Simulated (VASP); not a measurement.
A run of VASP 6.6.1 is set up as follows.

Contents of INCAR:

```
SYSTEM = Si
PREC = Accurate ; ENCUT = 520
EDIFF = 1E-7 ; ISMEAR = 0
SIGMA = 0.1 ; LREAL = .FALSE.
LASPH = .TRUE. ; NELM = 60
ALGO = Normal ; ISIF = 2
LWAVE = .FALSE. ; LCHARG = .FALSE.
GGA = PE ; NBANDS = 11
```

The input KPOINTS:

```
regular mesh
0
G
  8 8 8
  0 0 0
```

The input POSCAR:

```
Si
1.0
   -2.4225448805      2.4225448805      1.3149381874
    2.4225448805     -2.4225448805      1.3149381874
    2.4225448805      2.4225448805     -1.3149381874
Si
2
Direct
    0.2500000000      0.7500000000      0.5000000000
    0.5000000000      0.5000000000      0.0000000000
```

Potentials or basis: VASP PAW PBE potentials, release 64 (Si).

The run is started by

```console
$ cat potpaw_PBE.64/Si/POTCAR > POTCAR
$ mpirun -np 1 vasp_std > vasp.out
```

Task: Estimate the pressure.

Result: -0.7 GPa.

Task: Predict the band gap on the k mesh.

Result: Zero (bands 4 and 5 overlap by 5.00 eV).

Stress tensor (GPa, compression positive):
```
-3.23  0.00  0.00
 0.00 -3.23  0.00
 0.00  0.00  4.29
```

Caveat: the cell differs from its parent crystal (Ge replaced by Si, lengths x 0.955, strained); the stress differs along the axes, from -3 to 4 GPa.
